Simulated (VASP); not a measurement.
The system is Re.

```
Re
1.0
     2.51411    0.00000    0.00000
     0.00000    2.51411    0.00000
     0.00000    0.00000    2.51411
Re
1
Cartesian
  0.0000 0.0000 0.0000
```

This isn't the form of Re at room conditions, which is hcp.

```yaml
Program: VASP 6.6.1
Task: relaxation of cell and atoms
Functional: LDA
Potentials_or_basis: VASP PAW LDA potentials, release 64 (Re)
Cutoff: 600 eV
k_mesh: 12 × 12 × 12
Occupations: fermi-dirac, width 0.1 eV
Spin: no spin polarisation
```

At the start: pressure 9.5 GPa; volume 15.89 Å³/atom.

How do energy, volume and symmetry change on relaxing?

Over 4 steps the energy falls by 14.2 meV/atom and the volume is 16.38 Å³/atom (+3.1 %); space group Pm-3m (No. 221, to 0.1 Å) before and after.

Step by step:
```
step  energy change (eV)  largest force (eV/Å)  pressure (GPa)  volume (Å³)
   1              0.0000                0.0000            9.52        15.89
   2              0.1337                0.0000          -24.24        18.16
   3             -0.0142                0.0000           -0.43        16.40
   4             -0.0142                0.0000            0.01        16.38
```

Final structure:
```
Re
1.0
     2.53969    0.00000    0.00000
     0.00000    2.53969    0.00000
     0.00000    0.00000    2.53969
Re
1
Direct
  0.00000 0.00000 0.00000
```
